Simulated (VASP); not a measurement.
# AlGa3N4 (Cmm2) in VASP: a series of runs

The runs below take AlGa3N4 through single point, with PBEsol.

All numbers are computed with VASP 6.6.1; they aren't measurements. Logs are shortened: lines on timing, memory, paths and dates and some standing lists are left out, and cuts for length are marked.

## 1. The cell of the first run

It takes space group Cmm2 (No. 35, orthorhombic). Conventional cell: a = 6.318 Å, b = 6.318 Å, c = 4.468 Å, α = 90.00°, β = 90.00°, γ = 90.00°. Al (site symmetry mm2) has 4 N at 1.89 to 1.90 Å within 2.5 Å. Ga (site symmetry mm2) has 4 N at 1.93 to 1.97 Å within 2.6 Å. Ga (site symmetry 2) has 4 N at 1.94 to 1.96 Å within 2.6 Å. Within 2.5 Å of N (site symmetry m) lie 1 Al at 1.89 Å and 3 Ga at 1.93 to 1.96 Å. N (site symmetry m) has 1 Al at 1.90 Å and 3 Ga at 1.94 to 1.97 Å within 2.5 Å.

## 2. Single point, PBEsol (mode 4 frozen in at +0.000 Å and mode 15 at -0.020 Å (largest displacements))

Input file INCAR:

```
SYSTEM = AlGa3N4
PREC = Accurate ; ENCUT = 520
EDIFF = 1E-7 ; ISMEAR = 0
SIGMA = 0.05 ; LREAL = .FALSE.
LASPH = .TRUE. ; NELM = 60
ALGO = Normal ; ISIF = 2
LWAVE = .FALSE. ; LCHARG = .TRUE.
GGA = PS ; LELF = .TRUE.
LVHAR = .TRUE. ; NBANDS = 41
```

Input file KPOINTS:

```
regular mesh
0
G
  6 6 6
  0 0 0
```

Input file POSCAR:

```
AlGa3N4
1.0
    4.4675774128      0.0000000000      0.0000000000
    0.0000000000      4.4675774128      0.0000000000
    0.0000000000      0.0000000000      4.4675774128
Al Ga N
1 3 4
Direct
   -0.0000004255     -0.0000014682      0.0018528482
    0.4999998737      0.4999995643      0.0011884034
    0.4999998737     -0.0000009417      0.5005498629
   -0.0000002729      0.4999995643      0.5005498629
    0.7533087831      0.7533118653      0.2412156680
    0.7567857489      0.2432198487      0.7513076846
    0.2432187217      0.7567868759      0.7513057294
    0.2466901815      0.2466932637      0.2412121171
```

Potentials or basis: VASP PAW PBE potentials, release 64 (Al, Ga_d, N).

On the command line:

```console
$ cat potpaw_PBE.64/Al/POTCAR potpaw_PBE.64/Ga_d/POTCAR potpaw_PBE.64/N/POTCAR > POTCAR
$ mpirun -np 1 vasp_std > vasp.out
```

OUTCAR:

```text
SYSTEM = AlGa3N4
   PREC = Accurate
   ENCUT = 520
   EDIFF = 1E-7
   ISMEAR = 0
   LREAL = .FALSE.
   LASPH = .TRUE.
   NELM = 60
   ISIF = 2
   GGA = PS

 ion  position               nearest neighbor table
   1  1.000  1.000  0.002-   5 1.89   8 1.89   7 1.90   6 1.90
   2  0.500  0.500  0.001-   8 1.93   5 1.93   6 1.97   7 1.97
   3  0.500  1.000  0.501-   7 1.94   6 1.94   5 1.96   8 1.96
   4  1.000  0.500  0.501-   6 1.94   7 1.94   8 1.96   5 1.96
   5  0.753  0.753  0.241-   1 1.89   2 1.93   3 1.96   4 1.96
   6  0.757  0.243  0.751-   1 1.90   4 1.94   3 1.94   2 1.97
   7  0.243  0.757  0.751-   1 1.90   3 1.94   4 1.94   2 1.97
   8  0.247  0.247  0.241-   1 1.89   2 1.93   4 1.96   3 1.96

  LATTYP: Found a simple cubic cell.
 ALAT       =     4.4675774128

  Lattice vectors:

 A1 = (   4.4675774128,   0.0000000000,   0.0000000000)
 A2 = (   0.0000000000,   4.4675774128,   0.0000000000)
 A3 = (   0.0000000000,   0.0000000000,   4.4675774128)

Analysis of symmetry for initial positions (statically):
=====================================================================
 Subroutine PRICEL returns:
 Original cell was already a primitive cell.

 Routine SETGRP: Setting up the symmetry group for a
 simple cubic supercell.

 Subroutine GETGRP returns: Found  4 space group operations
 (whereof  4 operations were pure point group operations)
 out of a pool of 48 trial point group operations.

The static configuration has the point symmetry C_2v.

Analysis of symmetry for dynamics (positions and initial velocities):
=====================================================================
 Subroutine PRICEL returns:
 Original cell was already a primitive cell.

 Routine SETGRP: Setting up the symmetry group for a
 simple cubic supercell.

 Subroutine GETGRP returns: Found  4 space group operations
 (whereof  4 operations were pure point group operations)
 out of a pool of 48 trial point group operations.

The dynamic configuration has the point symmetry C_2v.

 Subroutine INISYM returns: Found  4 space group operations
 (whereof  4 operations are pure point group operations),
 and found     1 'primitive' translations

----------------------------------------------------------------------------------------

                                     Primitive cell

  volume of cell :      89.1695

  direct lattice vectors                    reciprocal lattice vectors
     4.467577413  0.000000000  0.000000000     0.223834957  0.000000000  0.000000000
     0.000000000  4.467577413  0.000000000     0.000000000  0.223834957  0.000000000
[... 100 lines left out ...]
   NSW    =      0    number of steps for IOM
   IBRION =     -1    ionic relax: 0-MD 1-quasi-New 2-CG
   NFREE  =      0    steps in history (QN), initial steepest desc. (CG)
   ISIF   =      2    stress and relaxation
   ISYM   =      2    0-nonsym 1-usesym 2-fastsym
   POTIM  = 0.5000    time-step for ionic-motion
   TEBEG  =    0.0;   TEEND  =   0.0 temperature during run
   PSTRESS=    0.0 pullay stress
   NELECT =      62.0000    total number of electrons
   NUPDOWN=      -1.0000    fix difference up-down
   EMIN   =  10.00;   EMAX   =-10.00  energy-range for DOS
   EFERMI =   0.00;   METHOD = LEGACY
   ISMEAR =     0;   SIGMA  =   0.05  broadening in eV -4-tet -1-fermi 0-gaus
   EFERMI_NEDOS =   21; number of points for ismear=-14 and -15
   IALGO  =     38    algorithm
   IMIX   =      4    mixing-type and parameters
     AMIX     =   0.40;   BMIX     =  1.00
     AMIX_MAG =   1.60;   BMIX_MAG =  1.00
  volume/ion in A,a.u.               =      11.15        75.22
  Fermi-wavevector in a.u.,A,eV,Ry     =   1.450329  2.740725 28.619246  2.103455
  Thomas-Fermi vector in A             =   2.567954
   LORBIT       =      0    0 simple, 1 ext, 2 COOP (PROOUT), +10 PAW based schemes
   GGA     = PS    functional components
   LHFCALC =     F    Hartree Fock is set to
   AEXX    =    0.0000 exact exchange contribution
   IVDW    =     0    specifies the selected vdW correction
   LEPSILON=     F    determine dielectric tensor
   LRPA    =     F    only Hartree local field effects (RPA)
 non-spin polarized calculation
 Gauss-broadening in eV      SIGMA  =   0.05
  energy-cutoff  :      520.00
  volume of cell :       89.17
 maximum number of plane-waves:      2469
 NGX is ok and might be reduce to    36
   NGX = 17   NGY = 17   NGZ = 17

 number of electron      61.9999964 magnetization

 Free energy of the ion-electron system (eV)
  ---------------------------------------------------
  ext. energy  EPLUGINS =         0.00000000
  ---------------------------------------------------
  free energy    TOTEN  =       -54.95223906 eV

  energy without entropy =      -54.95223906  energy(sigma->0) =      -54.95223906

 E-fermi :   5.6060     XC(G=0): -11.7434

 val. band max:        5.3676602625   @ k =   0.0000   0.0000   0.0000
 cond. band min:       7.6239516068   @ k =   0.0000   0.0000   0.0000
 fundamental gap:      2.2562913443
 Fermi energy:         5.6059546647

 k-point     1 :       0.0000    0.0000    0.0000
  band No.  band energies     occupation
      1     -10.3726      2.00000
      2      -9.0822      2.00000
      3      -9.0737      2.00000
      4      -9.0627      2.00000
      5      -7.7987      2.00000
      6      -7.7810      2.00000
[... 1045 lines left out ...]
     40      15.0306      0.00000
     41      15.1045      0.00000

 [... further k-points ...]
[... 5 lines left out ...]
  --------------------------------------------------------------------------------------
  -------------------------------------------------------------------------------------
  Total       -0.0446830     -0.0446830     -0.0850058      0.6891759      0.0000000      0.0000000
  in kB       -0.8028540     -0.8028540     -1.5273659     12.3829587      0.0000000      0.0000000
  external PRESSURE =      -1.0443580 kB  Pullay stress =       0.0000000 kB

 VOLUME and BASIS-vectors are now :
 -----------------------------------------------------------------------------
  energy-cutoff  :      520.00
  volume of cell :       89.17
      direct lattice vectors                 reciprocal lattice vectors
     4.467577413  0.000000000  0.000000000     0.223834957  0.000000000  0.000000000
     0.000000000  4.467577413  0.000000000     0.000000000  0.223834957  0.000000000
     0.000000000  0.000000000  4.467577413     0.000000000  0.000000000  0.223834957

 POSITION                                       TOTAL-FORCE (eV/Angst)
 -----------------------------------------------------------------------------------
      4.46758      4.46757      0.00828         0.000000      0.000000     -0.257096
      2.23379      2.23379      0.00531         0.000000      0.000000     -0.419059
      2.23379      4.46757      2.23625         0.000000      0.000000     -0.193478
      4.46758      2.23379      2.23625         0.000000      0.000000     -0.193478
      3.36547      3.36548      1.07765         0.125510      0.125510      0.275787
      3.38100      1.08660      3.35653        -0.121659      0.121659      0.255768
      1.08660      3.38100      3.35652         0.121659     -0.121659      0.255768
      1.10211      1.10212      1.07763        -0.125510     -0.125510      0.275787
 -----------------------------------------------------------------------------------
    total drift:                               -0.007549     -0.027943      0.000035

  FREE ENERGIE OF THE ION-ELECTRON SYSTEM (eV)
  ---------------------------------------------------
  free  energy   TOTEN  =       -54.9522390629 eV

  energy  without entropy=      -54.9522390629  energy(sigma->0) =      -54.95223906
```

Run time: 5.8 min. Hardware: 1 thread of Intel Xeon Platinum 8259CL at 2.50GHz (Skylake/Cascade Lake), shared host; peak memory 0.29 GiB.

Results:

- Free energy: -54.9522 eV
- Pressure: -0.1 GPa
- Largest force: 0.419 eV/Å
- Band gap on the k mesh: 2.26 eV, direct

Forces in eV/Å, atoms in the order of the input:
```
Al   0.000  0.000 -0.257
Ga   0.000  0.000 -0.419
Ga   0.000  0.000 -0.193
Ga   0.000  0.000 -0.193
N    0.126  0.126  0.276
N   -0.122  0.122  0.256
N    0.122 -0.122  0.256
N   -0.126 -0.126  0.276
```

Caveat: the cell differs from its parent crystal (mode 4 frozen in at +0.000 Å and mode 15 at -0.020 Å (largest displacements)); the PAW data sets were made with another functional, which shifts forces and pressure a little.

## 3. Single point, PBEsol (mode 4 frozen in at +0.000 Å and mode 15 at -0.040 Å (largest displacements))

Input file INCAR:

```
PREC = Accurate
ENCUT = 520
EDIFF = 1E-6
ISMEAR = 0
SIGMA = 0.05
LREAL = F
LASPH = T
NELM = 100
ALGO = Normal
ISIF = 2
LWAVE = F
LCHARG = T
GGA = PS
LELF = T
LVHAR = T
NBANDS = 41
```

Input file KPOINTS:

```
regular mesh
0
Gamma
  6 6 6
```

Input file POSCAR:

```
AlGa3N4
1.0
    4.4675774128      0.0000000000      0.0000000000
    0.0000000000      4.4675774128      0.0000000000
    0.0000000000      0.0000000000      4.4675774128
Al Ga N
1 3 4
Direct
   -0.0000008510     -0.0000029365      0.0037056965
    0.4999997475      0.4999991286      0.0023768069
    0.4999997475     -0.0000018834      0.5010997257
   -0.0000005458      0.4999991286      0.5010997257
    0.7515711590      0.7515773234      0.2374777432
    0.7585250906      0.2414861047      0.7475689619
    0.2414838507      0.7585273446      0.7475650515
    0.2484267702      0.2484329346      0.2374706414
```

Potentials or basis: VASP PAW PBE potentials, release 64 (Al, Ga_d, N).

On the command line:

```console
$ cat potpaw_PBE.64/Al/POTCAR potpaw_PBE.64/Ga_d/POTCAR potpaw_PBE.64/N/POTCAR > POTCAR
$ mpirun -np 1 vasp_std > vasp.out
```

Run time: 3.8 min. Hardware: 1 thread of Intel Xeon Platinum 8488C (Sapphire Rapids), shared host; peak memory 0.33 GiB.

The run converged. Its results:

| Property | Result |
| --- | --- |
| Free energy | -54.9061 eV |
| Pressure | 0.1 GPa |
| Largest force | 0.840 eV/Å |
| Band gap on the k mesh | 2.20 eV, direct |

Forces in eV/Å, atoms in the order of the input:
```
Al   0.000  0.000 -0.513
Ga   0.000  0.000 -0.840
Ga   0.000  0.000 -0.386
Ga   0.000  0.000 -0.386
N    0.277  0.277  0.551
N   -0.221  0.220  0.511
N    0.220 -0.221  0.511
N   -0.277 -0.277  0.551
```

Stress tensor (GPa, compression positive):
```
 0.17  2.48  0.00
 2.48  0.17  0.00
 0.00  0.00 -0.13
```

Levels at points of the mesh, in eV from the valence-band top:
```tsv
k point	band 27	band 28	band 29	band 30	band 31	band 32	band 33	band 34	band 35	band 36
(0.00, 0.00, 0.00)	-2.56	-2.51	-0.21	-0.10	0.00	2.20	3.18	3.23	3.28	6.33
(0.50, 0.00, 0.00)	-2.95	-1.58	-1.58	-1.30	-1.30	4.73	4.83	6.03	6.03	7.56
(0.00, 0.00, 0.50)	-2.94	-1.69	-1.48	-1.35	-1.26	4.74	4.84	5.96	6.09	7.50
(0.50, 0.50, 0.00)	-3.14	-1.18	-1.10	-0.90	-0.72	6.50	6.71	6.75	7.09	7.25
(0.00, 0.50, 0.50)	-3.14	-1.09	-1.05	-1.04	-0.71	6.55	6.72	6.72	7.15	7.18
(0.50, 0.50, 0.50)	-0.92	-0.89	-0.82	-0.76	-0.64	4.81	4.82	4.84	6.09	8.76
```

Caveat: the cell differs from its parent crystal (mode 4 frozen in at +0.000 Å and mode 15 at -0.040 Å (largest displacements)); the PAW data sets were made with another functional, which shifts forces and pressure a little.
